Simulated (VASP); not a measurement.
Write the native input for VASP 6.6.1 that does the following.

```
Task                   : single point
Functional             : LDA
Potentials or basis    : VASP PAW LDA potentials, release 64 (In_d)
Cutoff                 : 520 eV
k mesh                 : 10 × 10 × 10
Occupations            : fermi-dirac, width 0.05 eV
Spin                   : no spin polarisation
Dipole correction      : no
Further INCAR settings : ALGO = Normal; EDIFF = 1e-07; NBANDS = 12
```

The structure of In lies in POSCAR:

```
In
1.0
   -1.8949926579      1.8949926579      1.8949926579
    1.8949926579     -1.8949926579      1.8949926579
    1.8949926579      1.8949926579     -1.8949926579
In
1
Direct
    0.0000000000      0.0000000000      0.0000000000
```

This cell differs from its parent crystal: volume scaled by 1.02.

These files were run (other wordings do the same):

INCAR

```
SYSTEM = In
  ALGO = Normal
  EDIFF = 1E-7
  ENCUT = 520
  GGA = CA
  ISIF = 2
  ISMEAR = -1
  LASPH = .TRUE.
  LCHARG = .FALSE.
  LREAL = .FALSE.
  LWAVE = .FALSE.
  NBANDS = 12
  NELM = 100
  PREC = Accurate
  SIGMA = 0.05
```

KPOINTS

```
k-points
0
G
  10 10 10
  0 0 0
```

Potentials or basis: VASP PAW LDA potentials, release 64 (In_d).

Run with:

```bash
$ cat potpaw_LDA.64/In_d/POTCAR > POTCAR
$ mpirun -np 1 vasp_std > vasp.out
```

It gave:

| Property | Result |
| --- | --- |
| Pressure | -3.5 GPa |

Wall time 12 s on 1 thread of Intel Xeon 8259CL, on a shared host, peak memory 0.13 GiB.
